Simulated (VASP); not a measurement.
# Al2Cu3 (P-6m2) in VASP: further runs

The runs below take Al2Cu3 through single point, with PBE.

Program: VASP 6.6.1. These are calculated values, not measurements. Logs are shortened: lines on timing, memory, paths and dates and some standing lists are left out, and cuts for length are marked.

### Step 1. The cell of the first run

Symmetry: P-6m2, No. 187, hexagonal system. The conventional cell has a = 2.759 Å, b = 2.759 Å, c = 20.242 Å, α = 90.00°, β = 90.00°, γ = 120.00°. Within 3.4 Å of Al (site symmetry 3m) lie 6 Cu at 2.56 to 2.59 Å and 6 Al at 2.76 Å. Al (site symmetry 3m) has 6 Cu at 2.58 Å and 6 Al at 2.76 Å within 3.4 Å. Within 3.4 Å of Cu (site symmetry 3m) lie 3 Al at 2.56 Å and 9 Cu at 2.57 to 2.76 Å. Within 3.4 Å of Cu (site symmetry 3m) lie 6 Al at 2.58 to 2.59 Å and 6 Cu at 2.76 Å. Within 3.4 Å of Cu (site symmetry -6m2) lie 6 Al at 2.58 Å and 6 Cu at 2.76 Å. Within 3.4 Å of Cu (site symmetry -6m2) lie 12 Cu at 2.57 to 2.76 Å.

### Step 2. Single point, PBE

The input, INCAR:

```
PREC     = Accurate       # precision mode
ENCUT    = 520            # plane-wave cutoff, eV
EDIFF    = 1E-7           # SCF threshold, eV
ISMEAR   = 0              # smearing method
SIGMA    = 0.1            # smearing width, eV
LREAL    = False          # projectors in reciprocal space
LASPH    = True           # aspherical terms in the spheres
NELM     = 100            # most SCF steps
ALGO     = Normal         # electronic algorithm
ISIF     = 2              # what is computed and relaxed
LWAVE    = False          # write WAVECAR
LCHARG   = False          # write CHGCAR
GGA      = PE             # functional
NBANDS   = 50             # bands
```

The input, KPOINTS:

```
regular mesh
0
Gamma
  6 6 1
```

The input, POSCAR:

```
Al2Cu3
1.0
    2.7591626337      0.0000000029      0.0000000000
   -1.3795813194      2.3895049325      0.0000000000
    0.0000000000      0.0000000000     20.2417168087
Al Cu
4 6
Direct
    0.6666666667      0.3333333333      0.6984109721
    0.6666666667      0.3333333333      0.8997036140
    0.6666666667      0.3333333333      0.1002963860
    0.6666666667      0.3333333333      0.3015890279
    0.3333333333      0.6666666667      0.5995210756
    0.3333333333      0.6666666667      0.7994987437
    0.3333333333      0.6666666667      0.0000000000
    0.3333333333      0.6666666667      0.2005012563
    0.3333333333      0.6666666667      0.4004789244
    0.6666666667      0.3333333333      0.5000000000
```

Potentials or basis: VASP PAW PBE potentials, release 64 (Al, Cu).

On the command line:

```bash
$ cat potpaw_PBE.64/Al/POTCAR potpaw_PBE.64/Cu/POTCAR > POTCAR
$ mpirun -np 1 vasp_std > vasp.out
```

OUTCAR:

```text
PREC = Accurate
   ENCUT = 520
   EDIFF = 1E-7
   ISMEAR = 0
   LREAL = False
   LASPH = True
   NELM = 100
   ISIF = 2
   GGA = PE

 ion  position               nearest neighbor table
   1  0.667  0.333  0.698-   5 2.56   5 2.56   5 2.56   6 2.59   6 2.59   6 2.59
   2  0.667  0.333  0.900-   6 2.58   6 2.58   6 2.58   7 2.58   7 2.58   7 2.58
   3  0.667  0.333  0.100-   8 2.58   8 2.58   8 2.58   7 2.58   7 2.58   7 2.58
   4  0.667  0.333  0.302-   9 2.56   9 2.56   9 2.56   8 2.59   8 2.59   8 2.59
   5  0.333  0.667  0.600-   1 2.56   1 2.56   1 2.56  10 2.57  10 2.57  10 2.57
   6  0.333  0.667  0.799-   2 2.58   2 2.58   2 2.58   1 2.59   1 2.59   1 2.59
   7  0.333  0.667  0.000-   2 2.58   3 2.58   2 2.58   3 2.58   2 2.58   3 2.58
   8  0.333  0.667  0.201-   3 2.58   3 2.58   3 2.58   4 2.59   4 2.59   4 2.59
   9  0.333  0.667  0.400-   4 2.56   4 2.56   4 2.56  10 2.57  10 2.57  10 2.57
  10  0.667  0.333  0.500-   5 2.57   9 2.57   5 2.57   9 2.57   5 2.57   9 2.57

  LATTYP: Found a hexagonal cell.
 ALAT       =     2.7591626337
 C/A-ratio  =     7.3361811158

  Lattice vectors:

 A1 = (   2.7591626337,   0.0000000029,   0.0000000000)
 A2 = (  -1.3795813194,   2.3895049325,   0.0000000000)
 A3 = (   0.0000000000,   0.0000000000,  20.2417168087)

Analysis of symmetry for initial positions (statically):
=====================================================================
 Subroutine PRICEL returns:
 Original cell was already a primitive cell.

 Routine SETGRP: Setting up the symmetry group for a
 hexagonal supercell.

 Subroutine GETGRP returns: Found 12 space group operations
 (whereof 12 operations were pure point group operations)
 out of a pool of 24 trial point group operations.

The static configuration has the point symmetry D_3h.

Analysis of symmetry for dynamics (positions and initial velocities):
=====================================================================
 Subroutine PRICEL returns:
 Original cell was already a primitive cell.

 Routine SETGRP: Setting up the symmetry group for a
 hexagonal supercell.

 Subroutine GETGRP returns: Found 12 space group operations
 (whereof 12 operations were pure point group operations)
 out of a pool of 24 trial point group operations.

The dynamic configuration has the point symmetry D_3h.

 Subroutine INISYM returns: Found 12 space group operations
 (whereof 12 operations are pure point group operations),
[... 100 lines left out ...]
   ISIF   =      2    stress and relaxation
   ISYM   =      2    0-nonsym 1-usesym 2-fastsym
   POTIM  = 0.5000    time-step for ionic-motion
   TEBEG  =    0.0;   TEEND  =   0.0 temperature during run
   PSTRESS=    0.0 pullay stress
   NELECT =      78.0000    total number of electrons
   NUPDOWN=      -1.0000    fix difference up-down
   EMIN   =  10.00;   EMAX   =-10.00  energy-range for DOS
   EFERMI =   0.00;   METHOD = LEGACY
   ISMEAR =     0;   SIGMA  =   0.10  broadening in eV -4-tet -1-fermi 0-gaus
   EFERMI_NEDOS =   21; number of points for ismear=-14 and -15
   IALGO  =     38    algorithm
   IMIX   =      4    mixing-type and parameters
     AMIX     =   0.40;   BMIX     =  1.00
     AMIX_MAG =   1.60;   BMIX_MAG =  1.00
  volume/ion in A,a.u.               =      13.35        90.06
  Fermi-wavevector in a.u.,A,eV,Ry     =   1.368765  2.586590 25.490749  1.873517
  Thomas-Fermi vector in A             =   2.494700
   LORBIT       =      0    0 simple, 1 ext, 2 COOP (PROOUT), +10 PAW based schemes
   GGA     = PE    functional components
   LHFCALC =     F    Hartree Fock is set to
   AEXX    =    0.0000 exact exchange contribution
   IVDW    =     0    specifies the selected vdW correction
   LEPSILON=     F    determine dielectric tensor
   LRPA    =     F    only Hartree local field effects (RPA)
 non-spin polarized calculation
 Gauss-broadening in eV      SIGMA  =   0.10
  energy-cutoff  :      520.00
  volume of cell :      133.45
 maximum number of plane-waves:      3609
 NGX is ok and might be reduce to    24
   NGX = 11   NGY = 11   NGZ = 75

 number of electron      77.9999978 magnetization

 Free energy of the ion-electron system (eV)
  ---------------------------------------------------
  ext. energy  EPLUGINS =         0.00000000
  ---------------------------------------------------
  free energy    TOTEN  =       -38.31692087 eV

  energy without entropy =      -38.29102235  energy(sigma->0) =      -38.30397161

 E-fermi :   7.9098     XC(G=0): -11.6288

 val. band max:        7.9087428569   @ k =   0.1667   0.0000   0.0000
 cond. band min:       7.9524393312   @ k =   0.3333   0.3333   0.0000
 fundamental gap:      0.0436964743
 Fermi energy:         7.9097809899

 k-point     1 :       0.0000    0.0000    0.0000
  band No.  band energies     occupation
      1      -2.8851      2.00000
      2      -2.5561      2.00000
      3      -2.1595      2.00000
      4      -1.6225      2.00000
      5      -0.0278      2.00000
      6       1.0981      2.00000
[... 360 lines left out ...]
     49      11.3703      0.00000
     50      11.4173      0.00000

------------------------ aborting loop because EDIFF is reached ----------------------------------------

  FORCE on cell =-STRESS in cart. coord.  units (eV):
  Direction    XX          YY          ZZ          XY          YZ          ZX
  --------------------------------------------------------------------------------------
  -------------------------------------------------------------------------------------
  Total        0.2325368      0.2325368      0.0286637     -0.0000000      0.0000000      0.0000000
  in kB        2.7917063      2.7917063      0.3441201     -0.0000000      0.0000000      0.0000000
  external PRESSURE =       1.9758442 kB  Pullay stress =       0.0000000 kB

 VOLUME and BASIS-vectors are now :
 -----------------------------------------------------------------------------
  energy-cutoff  :      520.00
  volume of cell :      133.45
      direct lattice vectors                 reciprocal lattice vectors
     2.759162634  0.000000003  0.000000000     0.362428799  0.209248365  0.000000000
    -1.379581319  2.389504932  0.000000000    -0.000000000  0.418496730  0.000000000
     0.000000000  0.000000000 20.241716809     0.000000000  0.000000000  0.049402924

 POSITION                                       TOTAL-FORCE (eV/Angst)
 -----------------------------------------------------------------------------------
      1.37958      0.79650     14.13704         0.000000      0.000000      0.020008
      1.37958      0.79650     18.21155         0.000000     -0.000000     -0.005017
      1.37958      0.79650      2.03017         0.000000     -0.000000      0.005017
      1.37958      0.79650      6.10468         0.000000     -0.000000     -0.020008
     -0.00000      1.59300     12.13534         0.000000      0.000000     -0.013206
     -0.00000      1.59300     16.18323        -0.000000      0.000000     -0.010783
     -0.00000      1.59300      0.00000         0.000000     -0.000000      0.000000
     -0.00000      1.59300      4.05849        -0.000000      0.000000      0.010783
     -0.00000      1.59300      8.10638        -0.000000     -0.000000      0.013206
      1.37958      0.79650     10.12086        -0.000000      0.000000      0.000000
 -----------------------------------------------------------------------------------
    total drift:                                0.000000     -0.000000     -0.000000

  FREE ENERGIE OF THE ION-ELECTRON SYSTEM (eV)
  ---------------------------------------------------
  free  energy   TOTEN  =       -38.3169208728 eV

  energy  without entropy=      -38.2910223482  energy(sigma->0) =      -38.30397161
```

OSZICAR:

```text
N       E                     dE             d eps       ncg     rms          rms(c)
DAV:   1     0.637202579568E+03    0.63720E+03   -0.32145E+04   700   0.222E+03
DAV:   2     0.288962548498E+02   -0.60831E+03   -0.59025E+03   700   0.434E+02
DAV:   3    -0.447701566950E+02   -0.73666E+02   -0.66400E+02   758   0.190E+02
DAV:   4    -0.482235920078E+02   -0.34534E+01   -0.33806E+01  1036   0.512E+01
[... 12 lines left out ...]
DAV:  17    -0.383169207188E+02    0.11995E-04   -0.94602E-05   962   0.148E-01    0.125E-02
DAV:  18    -0.383169222423E+02   -0.15235E-05   -0.10293E-05  1240   0.515E-02    0.102E-02
DAV:  19    -0.383169211846E+02    0.10577E-05   -0.59200E-06   920   0.476E-02    0.444E-03
DAV:  20    -0.383169209243E+02    0.26032E-06   -0.11860E-06  1080   0.239E-02    0.282E-03
DAV:  21    -0.383169208728E+02    0.51486E-07   -0.25885E-07   548   0.870E-03
   1 F= -.38316921E+02 E0= -.38303972E+02  d E =-.258985E-01
```

stdout:

```text
POSCAR found type information on POSCAR AlCu
 POSCAR found :  2 types and      10 ions
 scaLAPACK will be used
 LDA part: xc-table for (Slater+PW92), standard interpolation
 POSCAR, INCAR and KPOINTS ok, starting setup
 FFT: planning ... GRIDC
 FFT: planning ... GRID_SOFT
 FFT: planning ... GRID
 WAVECAR not read
 entering main loop
```

Wall time 71 s (1 thread of Intel Xeon Platinum 8488C (Sapphire Rapids), shared host); peak memory 0.29 GiB.

Results:

| Quantity | Value |
| --- | --- |
| Free energy | -38.3169 eV |
| Pressure | 0.2 GPa |
| Largest force | 0.020 eV/Å |
| Band gap on the k mesh | zero (bands 39 and 40 overlap by 1.48 eV) |

Forces on the atoms (eV/Å):
```
Al   0.000  0.000  0.020
Al   0.000  0.000 -0.005
Al   0.000  0.000  0.005
Al   0.000  0.000 -0.020
Cu   0.000  0.000 -0.013
Cu   0.000  0.000 -0.011
Cu   0.000  0.000  0.000
Cu   0.000  0.000  0.011
Cu   0.000  0.000  0.013
Cu   0.000  0.000  0.000
```

Caveat: the k points lie up to 0.44 Å⁻¹ apart, too coarse for converged energies and pressures of a metal.

### Step 3. Single point, PBE

This run uses another cell than the first one, of 13.91 Å³/atom.

The input, INCAR:

```
SYSTEM = Al2Cu3
PREC = Accurate
ENCUT = 520
EDIFF = 1E-6
ISMEAR = 0
SIGMA = 0.1
LREAL = .False.
LASPH = .True.
NELM = 60
ALGO = Fast
ISIF = 2
LWAVE = .False.
LCHARG = .False.
GGA = PE
NBANDS = 50
```

The input, KPOINTS:

```
regular mesh
0
Gamma
  6 6 1
  0 0 0
```

The input, POSCAR:

```
Al2Cu3
1.0
    2.7236242300      0.0000000000      0.0000000000
   -1.3618121200      2.3587277800      0.0000000000
    0.0000000000      0.0000000000     21.6579019700
Al Cu
4 6
Direct
    0.6666666700      0.3333333300      0.7000000000
    0.6666666700      0.3333333300      0.9000000000
    0.6666666700      0.3333333300      0.1000000000
    0.6666666700      0.3333333300      0.3000000000
    0.3333333300      0.6666666700      0.6000000000
    0.3333333300      0.6666666700      0.8000000000
    0.3333333300      0.6666666700      0.0000000000
    0.3333333300      0.6666666700      0.2000000000
    0.3333333300      0.6666666700      0.4000000000
    0.6666666700      0.3333333300      0.5000000000
```

Potentials or basis: VASP PAW PBE potentials, release 64 (Al, Cu).

On the command line:

```bash
$ cat potpaw_PBE.64/Al/POTCAR potpaw_PBE.64/Cu/POTCAR > POTCAR
$ mpirun -np 1 vasp_std > vasp.out
```

Run time: 60 s. Hardware: 1 thread of Intel Xeon Platinum 8488C (Sapphire Rapids), shared host; peak memory 0.24 GiB.

Results (log left out):

```
Free energy            : -37.9772 eV
Pressure               : -4.6 GPa
Largest force          : 0.120 eV/Å
Band gap on the k mesh : zero (bands 39 and 40 overlap by 1.53 eV)
```

Forces in eV/Å, atoms in the order of the input:
```
Al   0.000  0.000 -0.120
Al   0.000  0.000  0.023
Al   0.000  0.000 -0.023
Al   0.000  0.000  0.120
Cu   0.000  0.000  0.039
Cu   0.000  0.000  0.080
Cu   0.000  0.000  0.000
Cu   0.000  0.000 -0.080
Cu   0.000  0.000 -0.039
Cu   0.000  0.000  0.000
```

Stress tensor (GPa, compression positive):
```
 -0.76   0.00   0.00
  0.00  -0.76   0.00
  0.00   0.00 -12.29
```

Levels at points of the mesh, in eV from the Fermi level:
```csv
k point,band 36,band 37,band 38,band 39,band 40,band 41,band 42,band 43
"(0.00, 0.00, 0.00)",-2.00,-1.98,-1.98,-1.53,-1.53,0.23,2.24,2.88
"(0.50, 0.00, 0.00)",-1.36,-1.23,-1.03,-0.67,0.46,0.67,1.37,1.49
```

Caveat: the k points lie up to 0.44 Å⁻¹ apart, too coarse for converged energies and pressures of a metal.
